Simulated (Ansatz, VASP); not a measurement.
## AlN: VASP beside Ansatz

Contents of INCAR:

```
SYSTEM = AlN
PREC     = Accurate       ! precision mode
ENCUT    = 600            ! plane-wave cutoff, eV
EDIFF    = 1E-6           ! SCF threshold, eV
ISMEAR   = 0              ! smearing method
SIGMA    = 0.02           ! smearing width, eV
LREAL    = .FALSE.        ! projectors in reciprocal space
LASPH    = .TRUE.         ! aspherical terms in the spheres
NELM     = 120            ! most SCF steps
ALGO     = Normal         ! electronic algorithm
ISIF     = 2              ! what is computed and relaxed
LWAVE    = .FALSE.        ! write WAVECAR
LCHARG   = .TRUE.         ! write CHGCAR
GGA      = PE             ! functional
LELF     = .TRUE.         ! ELF
LVHAR    = .TRUE.       
NBANDS   = 11             ! bands
GGA_COMPAT= .FALSE.
```

KPOINTS

```
regular mesh
0
G
  10 10 10
  0 0 0
```

The input POSCAR:

```
AlN
1.0
    0.0813807200      2.0450974936      2.0450974936
    2.1264782136      0.0000000000      2.1264782136
    2.1264782136      2.1264782136      0.0000000000
Al N
1 1
Direct
    0.5000000000      0.5000000000      0.5000000000
    0.0000000000      0.0000000000      0.0000000000
```

Input for Ansatz:

```yaml
crystal:
  lattice:
    - [0.08138072, 2.0450974936, 2.0450974936]
    - [2.1264782136, 0.0, 2.1264782136]
    - [2.1264782136, 2.1264782136, 0.0]
  atoms:
    - { symbol: Al, position: [0.5, 0.5, 0.5] }
    - { symbol: "N", position: [0.0, 0.0, 0.0] }
basis:
  ecutwfc: 420
kpoints:
  mp_grid: { grid: [10, 10, 10] }
hamiltonian:
  xc: pbe
scf:
  occupations: { method: gaussian, width: 0.02 }
output:
  forces: true
  stress: true
  eigenvalues: true
```

Alike in both runs: task single point; functional PBE; k mesh 10 × 10 × 10; occupations gaussian, width 0.02 eV; no spin polarisation.

|  | VASP | Ansatz |
| --- | --- | --- |
| version | VASP 6.6.1 | Ansatz 0.2.0 |
| potentials or method | VASP PAW PBE potentials, release 64 (Al, N), cutoff 600 eV | scalar-relativistic, plane waves, PAW |
| valence electrons in the cell | 8 | 8 |

|  | VASP | Ansatz | Ansatz less VASP |
| --- | --- | --- | --- |
| gap on the k mesh at the Fermi level (eV) | 3.07 | 3.09 | +0.018 |
| least direct gap on the mesh (eV) | 3.81 | 3.80 | -0.006 |
| pressure (GPa) | -15.9 | -15.5 | +0.37 |
| traceless stress, the component that is largest in VASP (GPa) | -10.14 | -10.13 | +0.012 |

With one functional, cell and mesh, what is left measures potentials, basis and numerics.
